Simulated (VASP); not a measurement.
# KTaO3 (Pm-3m) in VASP: further runs, part 2 of 2

VASP 6.6.1. The steps go on from the part before.

### 4 Relaxation of cell and atoms, PBEsol, target pressure 2 GPa, at which the enthalpy is minimised

This run uses another cell than the first one, of 12.69 Å³/atom.

Input file INCAR:

```
PREC     = Accurate       # precision mode
ENCUT    = 600            # plane-wave cutoff, eV
EDIFF    = 1E-7           # SCF threshold, eV
ISMEAR   = -1             # smearing method
SIGMA    = 0.05           # smearing width, eV
LREAL    = False          # projectors in reciprocal space
LASPH    = True           # aspherical terms in the spheres
NELM     = 100            # most SCF steps
ALGO     = Normal         # electronic algorithm
ISIF     = 3              # what is computed and relaxed
LWAVE    = False          # write WAVECAR
LCHARG   = False          # write CHGCAR
GGA      = PS             # functional
IBRION   = 2              # ionic algorithm
NSW      = 60             # ionic steps
EDIFFG   = -0.01          # ionic threshold
PSTRESS  = 20.0
```

Input file KPOINTS:

```
regular mesh
0
Gamma
  7 7 7
```

Input file POSCAR:

```
KTaO3
1.0
    3.9883000000      0.0000000000      0.0000000000
    0.0000000000      3.9883000000      0.0000000000
    0.0000000000      0.0000000000      3.9883000000
Ta K O
1 1 3
Direct
    0.0000000000      0.0000000000      0.0000000000
    0.5000000000      0.5000000000      0.5000000000
    0.0000000000      0.0000000000      0.5000000000
    0.0000000000      0.5000000000      0.0000000000
    0.5000000000      0.0000000000      0.0000000000
```

Started as:

```console
$ cat potpaw_PBE.64/Ta_pv/POTCAR potpaw_PBE.64/K_sv/POTCAR potpaw_PBE.64/O/POTCAR > POTCAR
$ mpirun -np 1 vasp_std > vasp.out
```

Run time: 2 min. Hardware: 1 thread of Intel Xeon 8259CL, shared host; peak memory 0.21 GiB.

The run converged. Its results:

```yaml
Free_energy: -42.9245 eV
Relaxed_volume: 12.57 Å³/atom
Relaxed_cell: a = 3.976 Å, b = 3.976 Å, c = 3.976 Å, α = 90.00°, β = 90.00°, γ = 90.00°
Space_group_after_relaxing_to_0.1_Å: Pm-3m (No. 221)
Energy_change_on_relaxing_the_run_minimises_the_enthalpy: +0.7 meV/atom
Ionic_steps: 3
Pressure_after_relaxing: 2.0 GPa
Band_gap_on_the_k_mesh: 2.16 eV (least direct gap 2.72 eV)
```

Step by step:
```csv
step,energy change (eV),largest force (eV/Å),pressure (GPa),volume (Å³)
1,0.0000,0.0000,0.13,63.44
2,0.0201,0.0000,4.73,62.09
3,0.0037,0.0000,2.00,62.87
```

Final structure:
```
Ta K O
1.0
     3.97638    0.00000    0.00000
     0.00000    3.97638    0.00000
     0.00000    0.00000    3.97638
Ta K O
1 1 3
Direct
  0.00000 0.00000 0.00000
  0.50000 0.50000 0.50000
  0.00000 0.00000 0.50000
  0.00000 0.50000 0.00000
  0.50000 0.00000 0.00000
```

Levels at points of the mesh, in eV from the valence-band top:
```
           k point  band 17  band 18  band 19  band 20  band 21  band 22
(0.00, 0.00, 0.00)    -0.56    -0.56    -0.56     2.16     2.16     2.16
```

Caveat: the cell is relaxed towards a set pressure, so the run minimises the enthalpy, not the energy; the PAW data sets were made with another functional, which shifts forces and pressure a little; spin-orbit coupling is left out, which moves the levels of the heavy elements; an odd mesh through Γ misses points on the zone boundary, where band edges can lie.

### 5 Relaxation of cell and atoms, PBEsol, target pressure 5 GPa, at which the enthalpy is minimised

This run uses another cell than the first one, of 12.69 Å³/atom.

Input file INCAR:

```
ALGO = Normal
EDIFF = 1E-6
EDIFFG = -0.01
ENCUT = 600
GGA = PS
IBRION = 2
ISIF = 3
ISMEAR = -1
LASPH = T
LCHARG = F
LREAL = F
LWAVE = F
NELM = 100
NSW = 60
PREC = Accurate
PSTRESS = 50.0
SIGMA = 0.05
```

Input file KPOINTS:

```
k-points
0
Gamma
  7 7 7
```

POSCAR is that of step 4.

Started as:

```console
$ cat potpaw_PBE.64/Ta_pv/POTCAR potpaw_PBE.64/K_sv/POTCAR potpaw_PBE.64/O/POTCAR > POTCAR
$ mpirun -np 1 vasp_std > vasp.out
```

Run time: 2 min. Hardware: 1 thread of Intel Xeon 8259CL, shared host; peak memory 0.21 GiB.

It converged, with:

```
Free energy                                                : -42.9063 eV
Relaxed volume                                             : 12.41 Å³/atom
Relaxed cell                                               : a = 3.958 Å, b = 3.958 Å, c = 3.958 Å, α = 90.00°, β = 90.00°, γ = 90.00°
Space group after relaxing (to 0.1 Å)                      : Pm-3m (No. 221)
Energy change on relaxing (the run minimises the enthalpy) : +4.4 meV/atom
Ionic steps                                                : 3
Pressure after relaxing                                    : 5.0 GPa
Band gap on the k mesh                                     : 2.19 eV (least direct gap 2.74 eV)
```

The path:
| step | energy change (eV) | largest force (eV/Å) | pressure (GPa) | volume (Å³) |
| --- | --- | --- | --- | --- |
| 1 | 0.0000 | 0.0000 | 0.13 | 63.44 |
| 2 | 0.1370 | 0.0000 | 13.17 | 59.97 |
| 3 | 0.0220 | 0.0000 | 4.96 | 62.03 |

Final structure:
```
Ta K O
1.0
     3.95847    0.00000    0.00000
     0.00000    3.95847    0.00000
     0.00000    0.00000    3.95847
Ta K O
1 1 3
Direct
  0.00000 0.00000 0.00000
  0.50000 0.50000 0.50000
  0.00000 0.00000 0.50000
  0.00000 0.50000 0.00000
  0.50000 0.00000 0.00000
```

Levels at points of the mesh, in eV from the valence-band top:
```
           k point  band 16  band 17  band 18  band 19  band 20  band 21  band 22  band 23
(0.00, 0.00, 0.00)    -1.05    -0.55    -0.55    -0.55     2.19     2.19     2.19     6.69
```

Caveat: the cell is relaxed towards a set pressure, so the run minimises the enthalpy, not the energy; the PAW data sets were made with another functional, which shifts forces and pressure a little; spin-orbit coupling is left out, which moves the levels of the heavy elements; an odd mesh through Γ misses points on the zone boundary, where band edges can lie.

### 6 Relaxation of cell and atoms, PBEsol, target pressure 10 GPa, at which the enthalpy is minimised

This run uses another cell than the first one, of 12.69 Å³/atom.

Input file INCAR:

```
ALGO     = Normal         # electronic algorithm
EDIFF    = 1E-6           # SCF threshold, eV
EDIFFG   = -0.01          # ionic threshold
ENCUT    = 600            # plane-wave cutoff, eV
GGA      = PS             # functional
IBRION   = 2              # ionic algorithm
ISIF     = 3              # what is computed and relaxed
ISMEAR   = -1             # smearing method
LASPH    = T              # aspherical terms in the spheres
LCHARG   = F              # write CHGCAR
LREAL    = F              # projectors in reciprocal space
LWAVE    = F              # write WAVECAR
NELM     = 60             # most SCF steps
NSW      = 60             # ionic steps
PREC     = Accurate       # precision mode
PSTRESS  = 100.0        
SIGMA    = 0.05           # smearing width, eV
```

KPOINTS is that of step 5.

POSCAR is that of step 5.

Potentials or basis: VASP PAW PBE potentials, release 64 (Ta_pv, K_sv, O).

Started as:

```console
$ cat potpaw_PBE.64/Ta_pv/POTCAR potpaw_PBE.64/K_sv/POTCAR potpaw_PBE.64/O/POTCAR > POTCAR
$ mpirun -np 1 vasp_std > vasp.out
```

Run time: 2 min. Hardware: 1 thread of Intel Xeon 8259CL, shared host; peak memory 0.21 GiB.

Results (log left out):

- Free energy: -42.8456 eV
- Relaxed volume: 12.14 Å³/atom
- Relaxed cell: a = 3.930 Å, b = 3.930 Å, c = 3.930 Å, α = 90.00°, β = 90.00°, γ = 90.00°
- Space group after relaxing (to 0.1 Å): Pm-3m (No. 221)
- Energy change on relaxing (the run minimises the enthalpy): +16.5 meV/atom
- Ionic steps: 4
- Pressure after relaxing: 10.0 GPa
- Band gap on the k mesh: 2.24 eV (least direct gap 2.77 eV)

The path:
```tsv
step	energy change (eV)	largest force (eV/Å)	pressure (GPa)	volume (Å³)
1	0.0000	0.0000	0.13	63.44
2	0.5964	0.0000	30.58	56.53
3	0.0794	0.0000	9.78	60.77
4	0.0826	0.0000	9.99	60.72
```

Final structure:
```
Ta K O
1.0
     3.93044    0.00000    0.00000
     0.00000    3.93044    0.00000
     0.00000    0.00000    3.93044
Ta K O
1 1 3
Direct
  0.00000 0.00000 0.00000
  0.50000 0.50000 0.50000
  0.00000 0.00000 0.50000
  0.00000 0.50000 0.00000
  0.50000 0.00000 0.00000
```

Levels at points of the mesh, in eV from the valence-band top:
```
           k point  band 16  band 17  band 18  band 19  band 20  band 21  band 22  band 23
(0.00, 0.00, 0.00)    -1.08    -0.53    -0.53    -0.53     2.24     2.24     2.24     6.86
```

Caveat: the cell is relaxed towards a set pressure, so the run minimises the enthalpy, not the energy; the PAW data sets were made with another functional, which shifts forces and pressure a little; spin-orbit coupling is left out, which moves the levels of the heavy elements; an odd mesh through Γ misses points on the zone boundary, where band edges can lie.

### 7 Summary

```tsv
task	cell	cutoff (eV)	gap on the mesh (eV)	pressure (GPa)
single point	a = 3.985 Å, 5 atoms	520	2.15	0.7
single point	a = 3.973 Å, 5 atoms	520	2.17	2.8
relaxation of cell and atoms	relaxed to 2 GPa from a = 3.988 Å, 5 atoms	600	2.16	2.0
relaxation of cell and atoms	relaxed to 5 GPa from a = 3.988 Å, 5 atoms	600	2.19	5.0
relaxation of cell and atoms	relaxed to 10 GPa from a = 3.988 Å, 5 atoms	600	2.24	10.0
```

Alike in all rows: level PBEsol; potentials or basis VASP PAW PBE potentials, release 64 (Ta_pv, K_sv, O); no spin polarisation; k mesh 7 × 7 × 7; smearing fermi-dirac 0.05 eV.

Caveats: the PAW data sets were made with another functional, which shifts forces and pressure a little; spin-orbit coupling is left out, which moves the levels of the heavy elements; an odd mesh through Γ misses points on the zone boundary, where band edges can lie; the cell is relaxed towards a set pressure, so the run minimises the enthalpy, not the energy (at least some runs).

Absolute energies hang on the potentials; compare differences alone.
